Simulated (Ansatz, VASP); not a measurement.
## Zr: VASP beside Ansatz

```
Zr
1.0
    -1.78667    1.78667    1.78667
     1.78667   -1.78667    1.78667
     1.78667    1.78667   -1.78667
Zr
1
Cartesian
  0.0000 0.0000 0.0000
```

Alike in both runs: functional PBE; k mesh 13 × 13 × 13; occupations fermi-dirac, width 0.05 eV; no spin polarisation.

Ansatz relaxed the structure, and its values are those at the end. VASP's run is a single point on that final structure, the one shown.

```csv
,VASP,Ansatz
version,VASP 6.6.1,Ansatz 0.2.0
potentials or method,"VASP PAW PBE potentials, release 64 (Zr_sv), cutoff 520 eV","all-electron LAPW, scalar-relativistic"
```

|  | VASP | Ansatz | Ansatz less VASP |
| --- | --- | --- | --- |
| pressure (GPa) | 0.0 | 0.0 | 0.00 |

Ansatz ran all-electron here, and VASP with PAW potentials.
